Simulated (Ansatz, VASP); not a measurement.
## LuHfO: VASP beside Ansatz

```
Lu Hf O
1.0
     4.86476    0.00000    0.00000
    -2.43238    4.21301    0.00000
     0.00000    0.00000    2.90238
Lu Hf O
1 1 1
Direct
  0.00000 0.00000 0.50000
  0.33333 0.66667 0.50000
  0.66667 0.33333 0.00000
```

Change from the starting cell: species swapped into the BaAlSn type (P-6m2, No. 187).

Alike in both runs: functional PBE; k mesh 6 × 6 × 6; occupations gaussian, width 0.1 eV; no spin polarisation.

Ansatz relaxed the structure, and its values are those at the end. VASP's run is a single point on that final structure, the one shown.

```csv
,VASP,Ansatz
version,VASP 6.6.1,Ansatz 0.2.0
potentials or method,"VASP PAW PBE potentials, release 64 (Lu, Hf_pv, O), cutoff 520 eV","scalar-relativistic, plane waves, PAW"
valence electrons in the cell,41,57
```

|  | VASP | Ansatz | Ansatz less VASP |
| --- | --- | --- | --- |
| gap on the k mesh at the Fermi level (eV) | none | none | - |
| pressure (GPa) | -0.2 | 0.0 | +0.15 |

A gap of «none» marks a metal or a gap that the smearing closes. VASP's potentials hold 41 valence electrons a cell and Ansatz's 57, so a difference there can come from the potentials and not from the codes.

The k mesh is coarse, so the values compare programs but aren't converged. Spin-orbit coupling is off throughout.
